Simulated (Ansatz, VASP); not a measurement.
# Two plane-wave programs on Cs

Contents of INCAR:

```
SYSTEM = Cs
PREC     = Accurate       ! precision mode
ENCUT    = 520            ! plane-wave cutoff, eV
EDIFF    = 1E-7           ! SCF threshold, eV
ISMEAR   = 0              ! smearing method
SIGMA    = 0.15           ! smearing width, eV
LREAL    = .FALSE.        ! projectors in reciprocal space
LASPH    = .TRUE.         ! aspherical terms in the spheres
NELM     = 60             ! most SCF steps
ALGO     = Fast           ! electronic algorithm
ISIF     = 2              ! what is computed and relaxed
LWAVE    = .FALSE.        ! write WAVECAR
LCHARG   = .FALSE.        ! write CHGCAR
GGA      = PE             ! functional
NBANDS   = 10             ! bands
```

Contents of KPOINTS:

```
Automatic mesh
0
G
  12 12 12
  0 0 0
```

The input POSCAR:

```
Cs
1.0
   -3.1736250000      3.1736250000      2.8713750000
    3.1736250000     -3.1736250000      2.8713750000
    3.1736250000      3.1736250000     -2.8713750000
Cs
1
Direct
    0.0000000000      0.0000000000      0.0000000000
```

Input for Ansatz:

```yaml
crystal:
  lattice:
    - [-3.173625, 3.173625, 2.871375]
    - [3.173625, -3.173625, 2.871375]
    - [3.173625, 3.173625, -2.871375]
  atoms:
    - { symbol: Cs, position: [0.0, 0.0, 0.0] }
basis:
  ecutwfc: 420
kpoints:
  mp_grid: { grid: [12, 12, 12] }
hamiltonian:
  xc: pbe
scf:
  occupations: { method: gaussian, width: 0.15 }
output:
  forces: true
  stress: true
  eigenvalues: true
```

Change from the starting cell: strain +0.050 along x and y, -0.050 along z, atoms carried along.

Alike in both runs: task single point; functional PBE; k mesh 12 × 12 × 12; occupations gaussian, width 0.15 eV; no spin polarisation.

```csv
,VASP,Ansatz
version,VASP 6.6.1,Ansatz 0.2.0
potentials or method,"VASP PAW PBE potentials, release 64 (Cs_sv), cutoff 520 eV","scalar-relativistic, plane waves, PAW"
valence electrons in the cell,9,9
```

```tsv
	VASP	Ansatz	Ansatz less VASP
gap on the k mesh at the Fermi level (eV)	none	none	-
pressure (GPa)	0.0	0.0	+0.01
```

A gap of «none» marks a metal or a gap that the smearing closes.

Neither program's run includes spin-orbit coupling.
